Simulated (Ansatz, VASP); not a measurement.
One calculation of Zr, two programs

The input INCAR:

```
SYSTEM = Zr
PREC = Accurate ; ENCUT = 520
EDIFF = 1E-6 ; ISMEAR = -1
SIGMA = 0.03 ; LREAL = .FALSE.
LASPH = .TRUE. ; NELM = 80
ALGO = Normal ; ISIF = 2
LWAVE = .FALSE. ; LCHARG = .FALSE.
GGA = PE ; NBANDS = 19
```

KPOINTS

```
regular mesh
0
G
  13 13 7
  0 0 0
```

File POSCAR:

```
Zr
1.0
    3.1665818138      0.0000000000      0.0000000000
   -1.5832909069      2.7423402939      0.0000000000
    0.0000000000      0.0000000000      5.0428235023
Zr
2
Direct
    0.3333333333      0.6666666667      0.2500000000
    0.6666666667      0.3333333333      0.7500000000
```

Input for Ansatz:

```yaml
crystal:
  lattice:
    - [3.1665818138, 0.0, 0.0]
    - [-1.5832909069, 2.7423402939, 0.0]
    - [0.0, 0.0, 5.0428235023]
  atoms:
    - { symbol: Zr, position: [0.3333333333, 0.6666666667, 0.25] }
    - { symbol: Zr, position: [0.6666666667, 0.3333333333, 0.75] }
kpoints:
  mp_grid: { grid: [13, 13, 7] }
scf:
  occupations: { method: fermi_dirac, width: 0.03 }
hamiltonian:
  xc: pbe
  pseudopotentials: { kind: all_electron, lapw: { basis_error: 0.00025 } }
output:
  forces: true
  stress: true
  eigenvalues: true
```

Change from the starting cell: volume scaled by 0.9405.

Alike in both runs: task single point; functional PBE; k mesh 13 × 13 × 7; occupations fermi-dirac, width 0.03 eV; no spin polarisation.

```csv
,VASP,Ansatz
version,VASP 6.6.1,Ansatz 0.2.0
potentials or method,"VASP PAW PBE potentials, release 64 (Zr_sv), cutoff 520 eV","all-electron LAPW, scalar-relativistic"
```

|  | VASP | Ansatz | Ansatz less VASP |
| --- | --- | --- | --- |
| pressure (GPa) | 6.9 | 6.9 | +0.01 |
| traceless stress, the component that is largest in VASP (GPa) | 0.82 | 0.81 | -0.003 |

Ansatz ran all-electron here, and VASP with PAW potentials.
